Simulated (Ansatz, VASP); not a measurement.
**Two plane-wave programs on Bi**

File INCAR:

```
  PREC = Accurate
  ENCUT = 520
  EDIFF = 1E-6
  ISMEAR = -1
  SIGMA = 0.1
  LREAL = False
  LASPH = True
  NELM = 80
  ALGO = Normal
  ISIF = 2
  LWAVE = False
  LCHARG = False
  GGA = PS
  NBANDS = 38
```

Contents of KPOINTS:

```
Automatic mesh
0
Gamma
  12 12 3
```

The input POSCAR:

```
Bi
1.0
    3.4692890757      0.0000000000      0.0000000000
   -1.7346445379      3.0044924726      0.0000000000
    0.0000000000      0.0000000000     11.5683307061
Bi
4
Direct
    0.0000000000      1.0000000000      0.0000000000
    0.0000000000      1.0000000000      0.5000000000
    0.3333333333      0.6666666667      0.2500000000
    0.6666666667      0.3333333333      0.7500000000
```

Input for Ansatz:

```yaml
crystal:
  lattice:
    - [3.4692890757, 0.0, 0.0]
    - [-1.7346445379, 3.0044924726, 0.0]
    - [0.0, 0.0, 11.5683307061]
  atoms:
    - { symbol: Bi, position: [0.0, 1.0, 0.0] }
    - { symbol: Bi, position: [0.0, 1.0, 0.5] }
    - { symbol: Bi, position: [0.3333333333, 0.6666666667, 0.25] }
    - { symbol: Bi, position: [0.6666666667, 0.3333333333, 0.75] }
hamiltonian:
  xc: pbesol
  pseudopotentials:
    kind: paw
    azcp:
      Bi: "pseudopotentials/Bi.paw.azcp"
basis:
  ecutwfc: 420
  fft_grid_basis: typed
kpoints:
  mp_grid: { grid: [12, 12, 3], shift: [0, 0, 0] }
magnetization:
  spin_polarized: false
scf:
  occupations: { method: fermi_dirac, width: 0.1 }
  lower_state_search: "off"
output:
  stress: true
```

Alike in both runs: task single point; functional PBEsol; k mesh 12 × 12 × 3; occupations fermi-dirac, width 0.1 eV; no spin polarisation.

```csv
,VASP,Ansatz
version,VASP 6.6.1,Ansatz 0.2.0
potentials or method,"VASP PAW PBE potentials, release 64 (Bi_d), cutoff 520 eV","plane waves (420 eV) with PAW, scalar-relativistic"
valence electrons in the cell,60,60
```

|  | VASP | Ansatz | Ansatz less VASP |
| --- | --- | --- | --- |
| pressure (GPa) | -0.2 | -0.1 | +0.07 |
| traceless stress, the component that is largest in VASP (GPa) | 0.21 | 0.21 | -0.001 |

VASP's potentials were made for PBE, not for PBEsol, and Ansatz warns of the same on its side. With one functional, cell and mesh, what is left measures potentials, basis and numerics.

Spin-orbit coupling is off throughout.
